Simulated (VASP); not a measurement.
Wanted: the native input for a VASP 6.6.1 run.

```
Task                   : single point
Functional             : PBEsol
Potentials or basis    : VASP PAW PBE potentials, release 64 (Ti_sv, Al)
Cutoff                 : 520 eV
k mesh                 : 12 × 12 × 12
Occupations            : gaussian, width 0.15 eV
Spin                   : collinear spin
Starting moments       : [1.0, 1.0, 1.0, 0.0] μB
Fixed moment           : 3 μB
Dipole correction      : no
Further INCAR settings : ALGO = Normal; EDIFF = 1e-07; NBANDS = 32
```

The structure of Ti3Al lies in POSCAR:

```
Ti3Al
1.0
    0.0000000000      3.4375311292      3.4375311292
    3.4375311292      0.0000000000      3.4375311292
    3.4375311292      3.4375311292      0.0000000000
Ti Al
3 1
Direct
    0.7500000000      0.7500000000      0.7500000000
    0.2500000000      0.2500000000      0.2500000000
    0.0000000000      0.0000000000      0.0000000000
    0.5000000000      0.5000000000      0.5000000000
```

These files were run (other wordings do the same):

INCAR

```
  PREC = Accurate
  ENCUT = 520
  EDIFF = 1E-7
  ISMEAR = 0
  SIGMA = 0.15
  LREAL = F
  LASPH = T
  NELM = 150
  ALGO = Normal
  ISIF = 2
  LWAVE = F
  LCHARG = T
  ISPIN = 2
  MAGMOM = 1 1 1 0
  LORBIT = 11
  NUPDOWN = 3.0
  LMAXMIX = 4
  GGA = PS
  LELF = T
  LVHAR = T
  NBANDS = 32
```

KPOINTS

```
Automatic mesh
0
Gamma
  12 12 12
```

Potentials or basis: VASP PAW PBE potentials, release 64 (Ti_sv, Al).

Command:

```console
$ cat potpaw_PBE.64/Ti_sv/POTCAR potpaw_PBE.64/Al/POTCAR > POTCAR
$ mpirun -np 1 vasp_std > vasp.out
```

It gave:

| Quantity | Value |
| --- | --- |
| Pressure | -16.4 GPa |
| Net moment | 3.00 μB per cell |
| Site moments | Ti +0.52, +1.15 (each value once); Al -0.03 μB |
| Valence electrons inside the program's atomic spheres | Ti 10.08, 10.14 (each value once); Al 0.74 |

Caveat: the cell stands under tension; the PAW data sets were made with another functional, which shifts forces and pressure a little; the total moment is fixed, so each spin has its own Fermi level.

Run time: 6.2 min on 1 thread of Intel(R) Xeon(R) Platinum 8259CL CPU @ 2.50GHz (Skylake/Cascade Lake), with other jobs on the host, peak memory 0.41 GiB.
